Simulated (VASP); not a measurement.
# Cd3HgTe4 (P-4m2) in VASP: single point with PBE

Aim: the single point of Cd3HgTe4 with PBE.

Everything below comes from runs of VASP 6.6.1. Logs are shortened: lines on timing, memory, paths and dates and some standing lists are left out, and cuts for length are marked.

## (1) The cell of the first run

Symmetry: P-4m2, No. 115, tetragonal system. Conventional cell: a = 4.687 Å, b = 4.687 Å, c = 13.243 Å, α = 90.00°, β = 90.00°, γ = 90.00°. Within 3.8 Å of Cd (site symmetry 2mm) lie 4 Te at 2.87 Å. Cd (site symmetry -4m2) has 4 Te at 2.87 Å within 3.8 Å. Hg (site symmetry -4m2) has 4 Te at 2.88 Å within 3.8 Å. Within 3.8 Å of Te (site symmetry 2mm) lie 2 Cd at 2.87 Å and 2 Hg at 2.88 Å. Te (site symmetry 2mm) has 4 Cd at 2.87 Å within 3.8 Å.

## (2) Single point, PBE

Contents of INCAR:

```
SYSTEM = Cd3HgTe4
ALGO = Normal ; EDIFF = 1E-6
ENCUT = 520 ; GGA = PE
ISIF = 2 ; ISMEAR = 0
LASPH = .True. ; LCHARG = .True.
LELF = .True. ; LREAL = .False.
LVHAR = .True. ; LWAVE = .False.
NBANDS = 46 ; NELM = 100
PREC = Accurate ; SIGMA = 0.01
```

Contents of KPOINTS:

```
k-points
0
Gamma
  8 8 4
  0 0 0
```

Contents of POSCAR:

```
Cd3HgTe4
1.0
    4.6873538000      0.0000000000      0.0000000000
    0.0000000000      4.6873538000      0.0000000000
    0.0000000000      0.0000000000     13.2426444000
Cd Hg Te
3 1 4
Direct
    0.0000000000      0.0000000000      0.7495210000
    0.0000000000      0.0000000000      0.2504790000
    0.5000000000      0.5000000000      0.5000000000
    0.5000000000      0.5000000000      0.0000000000
    0.5000000000      0.0000000000      0.8739640000
    0.0000000000      0.5000000000      0.1260360000
    0.5000000000      0.0000000000      0.3752770000
    0.0000000000      0.5000000000      0.6247230000
```

Potentials or basis: VASP PAW PBE potentials, release 64 (Cd, Hg, Te).

Run with:

```bash
cat potpaw_PBE.64/Cd/POTCAR potpaw_PBE.64/Hg/POTCAR potpaw_PBE.64/Te/POTCAR > POTCAR
mpirun -np 1 vasp_std > vasp.out
```

OUTCAR:

```text
SYSTEM = Cd3HgTe4
   EDIFF = 1E-6
   ENCUT = 520
   GGA = PE
   ISIF = 2
   ISMEAR = 0
   LASPH = .True.
   LREAL = .False.
   NELM = 100
   PREC = Accurate

 ion  position               nearest neighbor table
   1  0.000  0.000  0.750-   5 2.87   5 2.87   8 2.87   8 2.87
   2  0.000  0.000  0.250-   6 2.87   6 2.87   7 2.87   7 2.87
   3  0.500  0.500  0.500-   7 2.87   8 2.87   7 2.87   8 2.87
   4  0.500  0.500  0.000-   5 2.88   6 2.88   5 2.88   6 2.88
   5  0.500  0.000  0.874-   1 2.87   1 2.87   4 2.88   4 2.88
   6  0.000  0.500  0.126-   2 2.87   2 2.87   4 2.88   4 2.88
   7  0.500  0.000  0.375-   3 2.87   3 2.87   2 2.87   2 2.87
   8  0.000  0.500  0.625-   3 2.87   3 2.87   1 2.87   1 2.87

  LATTYP: Found a simple tetragonal cell.
 ALAT       =     4.6873538000
 C/A-ratio  =     2.8251855877

  Lattice vectors:

 A1 = (   4.6873538000,   0.0000000000,   0.0000000000)
 A2 = (   0.0000000000,   4.6873538000,   0.0000000000)
 A3 = (   0.0000000000,   0.0000000000,  13.2426444000)

Analysis of symmetry for initial positions (statically):
=====================================================================
 Subroutine PRICEL returns:
 Original cell was already a primitive cell.

 Routine SETGRP: Setting up the symmetry group for a
 simple tetragonal supercell.

 Subroutine GETGRP returns: Found  8 space group operations
 (whereof  8 operations were pure point group operations)
 out of a pool of 16 trial point group operations.

The static configuration has the point symmetry D_2d.

Analysis of symmetry for dynamics (positions and initial velocities):
=====================================================================
 Subroutine PRICEL returns:
 Original cell was already a primitive cell.

 Routine SETGRP: Setting up the symmetry group for a
 simple tetragonal supercell.

 Subroutine GETGRP returns: Found  8 space group operations
 (whereof  8 operations were pure point group operations)
 out of a pool of 16 trial point group operations.

The dynamic configuration has the point symmetry D_2d.

 Subroutine INISYM returns: Found  8 space group operations
 (whereof  8 operations are pure point group operations),
 and found     1 'primitive' translations

----------------------------------------------------------------------------------------

                                     Primitive cell

  volume of cell :     290.9579

  direct lattice vectors                    reciprocal lattice vectors
     4.687353800  0.000000000  0.000000000     0.213339987  0.000000000  0.000000000
     0.000000000  4.687353800  0.000000000     0.000000000  0.213339987  0.000000000
     0.000000000  0.000000000 13.242644400     0.000000000  0.000000000  0.075513619

  length of vectors
     4.687353800  4.687353800 13.242644400     0.213339987  0.213339987  0.075513619

  position of ions in fractional coordinates (direct lattice)
     0.000000000  0.000000000  0.749521000
     0.000000000  0.000000000  0.250479000
     0.500000000  0.500000000  0.500000000
     0.500000000  0.500000000  0.000000000
     0.500000000  0.000000000  0.873964000
     0.000000000  0.500000000  0.126036000
     0.500000000  0.000000000  0.375277000
     0.000000000  0.500000000  0.624723000

  ion indices of the primitive-cell ions
   primitive index   ion index
                 1           1
                 2           2
                 3           3
                 4           4
                 5           5
                 6           6
                 7           7
                 8           8

----------------------------------------------------------------------------------------

 KPOINTS: k-points

Automatic generation of k-mesh.
 Grid dimensions read from file:
 generate k-points for:    8    8    4

 Generating k-lattice:

  Cartesian coordinates                     Fractional coordinates (reciprocal lattice)
     0.026667498  0.000000000  0.000000000     0.125000000  0.000000000  0.000000000
     0.000000000  0.026667498  0.000000000     0.000000000  0.125000000  0.000000000
     0.000000000  0.000000000  0.018878405     0.000000000  0.000000000  0.250000000

  Length of vectors
     0.026667498  0.026667498  0.018878405

  Shift w.r.t. Gamma in fractional coordinates (k-lattice)
     0.000000000  0.000000000  0.000000000

 Subroutine IBZKPT returns following result:
 ===========================================

 Found     45 irreducible k-points:

 Following reciprocal coordinates:
            Coordinates               Weight
  0.000000  0.000000  0.000000      1.000000
  0.125000  0.000000  0.000000      4.000000
  0.250000  0.000000  0.000000      4.000000
  0.375000  0.000000  0.000000      4.000000
  0.500000  0.000000  0.000000      2.000000
  0.125000  0.125000  0.000000      4.000000
[... 16 lines left out ...]
  0.375000  0.125000  0.250000     16.000000
  0.500000  0.125000  0.250000      8.000000
 [... further k-points ...]
   k-points           NKPTS =     45   k-points in BZ     NKDIM =     45   number of bands    NBANDS=     46
   number of dos      NEDOS =    301   number of ions     NIONS =      8
   total plane-waves  NPLWV = 127008
   dimension x,y,z NGX =    36 NGY =   36 NGZ =   98
   dimension x,y,z NGXF=    72 NGYF=   72 NGZF=  196
   ions per type =               3   1   4
   NGX,Y,Z   is equivalent  to a cutoff of  12.77, 12.77, 12.30 a.u.
   NGXF,Y,Z  is equivalent  to a cutoff of  25.54, 25.54, 24.61 a.u.
 SYSTEM =  Cd3HgTe4
   PREC   = accura    normal or accurate (medium, high low for compatibility)
   ISTART =      0    job   : 0-new  1-cont  2-samecut
   ICHARG =      2    charge: 1-file 2-atom 10-const
   ISPIN  =      1    spin polarized calculation?
   LNONCOLLINEAR =      F non collinear calculations
   LSORBIT =      F    spin-orbit coupling
   LASPH  =      T    aspherical Exc in radial PAW
   ENCUT  =  520.0 eV  38.22 Ry    6.18 a.u.   8.72  8.72 24.62*2*pi/ulx,y,z
   NELM   =    100;   NELMIN=  2; NELMDL= -5     # of ELM steps
   EDIFF  = 0.1E-05   stopping-criterion for ELM
   LREAL  =      F    real-space projection
   EDIFFG = 0.1E-04   stopping-criterion for IOM
   NSW    =      0    number of steps for IOM
   IBRION =     -1    ionic relax: 0-MD 1-quasi-New 2-CG
   NFREE  =      0    steps in history (QN), initial steepest desc. (CG)
   ISIF   =      2    stress and relaxation
   ISYM   =      2    0-nonsym 1-usesym 2-fastsym
   POTIM  = 0.5000    time-step for ionic-motion
   TEBEG  =    0.0;   TEEND  =   0.0 temperature during run
   PSTRESS=    0.0 pullay stress
   NELECT =      72.0000    total number of electrons
   NUPDOWN=      -1.0000    fix difference up-down
   EMIN   =  10.00;   EMAX   =-10.00  energy-range for DOS
   EFERMI =   0.00;   METHOD = LEGACY
   ISMEAR =     0;   SIGMA  =   0.01  broadening in eV -4-tet -1-fermi 0-gaus
   EFERMI_NEDOS =   21; number of points for ismear=-14 and -15
   IALGO  =     38    algorithm
   IMIX   =      4    mixing-type and parameters
     AMIX     =   0.40;   BMIX     =  1.00
     AMIX_MAG =   1.60;   BMIX_MAG =  1.00
  volume/ion in A,a.u.               =      36.37       245.44
  Fermi-wavevector in a.u.,A,eV,Ry     =   1.027801  1.942262 14.372846  1.056374
  Thomas-Fermi vector in A             =   2.161764
   LORBIT       =      0    0 simple, 1 ext, 2 COOP (PROOUT), +10 PAW based schemes
   GGA     = PE    functional components
   LHFCALC =     F    Hartree Fock is set to
   AEXX    =    0.0000 exact exchange contribution
   IVDW    =     0    specifies the selected vdW correction
   LEPSILON=     F    determine dielectric tensor
   LRPA    =     F    only Hartree local field effects (RPA)
 non-spin polarized calculation
 Gauss-broadening in eV      SIGMA  =   0.01
  energy-cutoff  :      520.00
  volume of cell :      290.96
 maximum number of plane-waves:      7881
 NGX is ok and might be reduce to    36
   NGX = 17   NGY = 17   NGZ = 49

 number of electron      71.9999991 magnetization

 Free energy of the ion-electron system (eV)
  ---------------------------------------------------
  ext. energy  EPLUGINS =         0.00000000
  ---------------------------------------------------
  free energy    TOTEN  =       -18.07031601 eV

  energy without entropy =      -18.07031601  energy(sigma->0) =      -18.07031601

 E-fermi :   1.9621     XC(G=0):  -8.3216

 val. band max:        1.9201672290   @ k =   0.0000   0.0000   0.0000
 cond. band min:       2.0981488199   @ k =   0.0000   0.0000   0.0000
 fundamental gap:      0.1779815909
 Fermi energy:         1.9620686382

 k-point     1 :       0.0000    0.0000    0.0000
  band No.  band energies     occupation
      1      -9.0880      2.00000
      2      -8.8344      2.00000
      3      -8.8018      2.00000
      4      -8.5797      2.00000
      5      -6.2528      2.00000
      6      -6.2528      2.00000
[... 38 lines left out ...]
     45       6.4794      0.00000
     46       6.4807      0.00000

 k-point     2 :       0.1250    0.0000    0.0000
  band No.  band energies     occupation
      1      -9.0510      2.00000
      2      -8.8150      2.00000
      3      -8.7848      2.00000
      4      -8.5807      2.00000
      5      -6.2492      2.00000
      6      -6.2364      2.00000
[... 38 lines left out ...]
     45       6.5577      0.00000
     46       6.7444      0.00000

 k-point     3 :       0.2500    0.0000    0.0000
  band No.  band energies     occupation
      1      -8.9528      2.00000
      2      -8.7679      2.00000
      3      -8.7437      2.00000
      4      -8.5901      2.00000
      5      -6.2394      2.00000
      6      -6.2265      2.00000
[... 1018 lines left out ...]
     45       7.3617      0.00000
     46       7.4581      0.00000

 k-point    24 :       0.5000    0.1250    0.2500
  band No.  band energies     occupation
      1      -8.7272      2.00000
      2      -8.6787      2.00000
      3      -8.6624      2.00000
      4      -8.6622      2.00000
      5      -6.2078      2.00000
      6      -6.2017      2.00000
[... 38 lines left out ...]
     45       7.2880      0.00000
     46       7.3081      0.00000

 [... further k-points ...]

------------------------ aborting loop because EDIFF is reached ----------------------------------------

  FORCE on cell =-STRESS in cart. coord.  units (eV):
  Direction    XX          YY          ZZ          XY          YZ          ZX
  --------------------------------------------------------------------------------------
  -------------------------------------------------------------------------------------
  Total        0.1683315      0.1683315      0.1598270      0.0000000      0.0000000      0.0000000
  in kB        0.9269277      0.9269277      0.8800967      0.0000000      0.0000000      0.0000000
  external PRESSURE =       0.9113174 kB  Pullay stress =       0.0000000 kB

 VOLUME and BASIS-vectors are now :
 -----------------------------------------------------------------------------
  energy-cutoff  :      520.00
  volume of cell :      290.96
      direct lattice vectors                 reciprocal lattice vectors
     4.687353800  0.000000000  0.000000000     0.213339987  0.000000000  0.000000000
     0.000000000  4.687353800  0.000000000     0.000000000  0.213339987  0.000000000
     0.000000000  0.000000000 13.242644400     0.000000000  0.000000000  0.075513619

 POSITION                                       TOTAL-FORCE (eV/Angst)
 -----------------------------------------------------------------------------------
      0.00000      0.00000      9.92564         0.000000     -0.000000     -0.001420
      0.00000      0.00000      3.31700        -0.000000     -0.000000      0.001420
      2.34368      2.34368      6.62132         0.000000     -0.000000      0.000000
      2.34368      2.34368      0.00000         0.000000      0.000000      0.000000
      2.34368      0.00000     11.57359        -0.000000     -0.000000      0.001486
      0.00000      2.34368      1.66905         0.000000     -0.000000     -0.001486
      2.34368      0.00000      4.96966        -0.000000     -0.000000     -0.000746
      0.00000      2.34368      8.27298         0.000000     -0.000000      0.000746
 -----------------------------------------------------------------------------------
    total drift:                                0.000000      0.000000      0.000000

  FREE ENERGIE OF THE ION-ELECTRON SYSTEM (eV)
  ---------------------------------------------------
  free  energy   TOTEN  =       -18.0703160093 eV

  energy  without entropy=      -18.0703160093  energy(sigma->0) =      -18.07031601
```

Wall time 9.8 min (1 thread of Intel Xeon Platinum 8259CL at 2.50GHz (Skylake/Cascade Lake), shared host); peak memory 0.7 GiB.

What came out:

| Property | Result |
| --- | --- |
| Free energy | -18.0703 eV |
| Pressure | 0.1 GPa |
| Band gap on the k mesh | 0.18 eV |

Caveat: spin-orbit coupling is left out, which moves the levels of the heavy elements.
